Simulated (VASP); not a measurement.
Write the native input for VASP 6.6.1 that does the following.

```yaml
Task: single point
Functional: r2SCAN
Potentials_or_basis: VASP PAW PBE potentials, release 64 (Ga_d, P)
Cutoff: 520 eV
k_mesh: 8 × 8 × 8
Occupations: gaussian, width 0.01 eV
Spin: no spin polarisation
Dipole_correction: no
Further_INCAR_settings: ALGO = Normal; EDIFF = 1e-06; NBANDS = 16
```

GaP:

```
Ga P
1.0
     2.67075    2.67075    0.00000
    -2.67075    2.67075    0.00000
     0.00000    2.67075    2.77186
Ga P
1 1
Direct
  0.00000 0.00000 0.00000
  0.75000 0.25000 0.50000
```

This cell differs from its parent crystal: film at in-plane strain -0.02.

The input as run:

POSCAR

```
GaP
1.0
    2.6707450000      2.6707450000      0.0000000000
   -2.6707450000      2.6707450000      0.0000000000
    0.0000000000      2.6707450000      2.7718596842
Ga P
1 1
Direct
    0.0000000000      0.0000000000      0.0000000000
    0.7500000000      0.2500000000      0.5000000000
```

INCAR.step1

```
PREC = Accurate
ENCUT = 520
ISMEAR = 0
SIGMA = 0.01
LREAL = False
LASPH = True
NELM = 100
NBANDS = 16
GGA = PE
ALGO = Normal
EDIFF = 1E-4
LWAVE = True
LCHARG = False
```

INCAR.step2

```
PREC = Accurate
ENCUT = 520
EDIFF = 1E-6
ISMEAR = 0
SIGMA = 0.01
LREAL = False
LASPH = True
NELM = 100
ALGO = Normal
ISIF = 2
LWAVE = False
LCHARG = True
METAGGA = R2SCAN
LMIXTAU = True
LELF = True
LVHAR = True
NBANDS = 16
ISTART = 1
```

KPOINTS

```
regular mesh
0
Gamma
  8 8 8
```

Potentials or basis: VASP PAW PBE potentials, release 64 (Ga_d, P).

Command:

```console
$ cat potpaw_PBE.64/Ga_d/POTCAR potpaw_PBE.64/P/POTCAR > POTCAR
$ cp INCAR.step1 INCAR
$ mpirun -np 1 vasp_std > vasp.out
$ cp INCAR.step2 INCAR
$ mpirun -np 1 vasp_std > vasp.out
```

Results of the run:

```yaml
Pressure: 2.1 GPa
Band_gap_on_the_k_mesh: 1.67 eV, indirect (least direct gap 2.46 eV)
```

Caveat: the cell differs from its parent crystal (film at in-plane strain -0.02); the PAW data sets were made with another functional, which shifts forces and pressure a little.

Run time: 3.1 min on 1 thread of Intel(R) Xeon(R) Platinum 8259CL CPU @ 2.50GHz (Skylake/Cascade Lake), with other jobs on the host, peak memory 0.18 GiB.
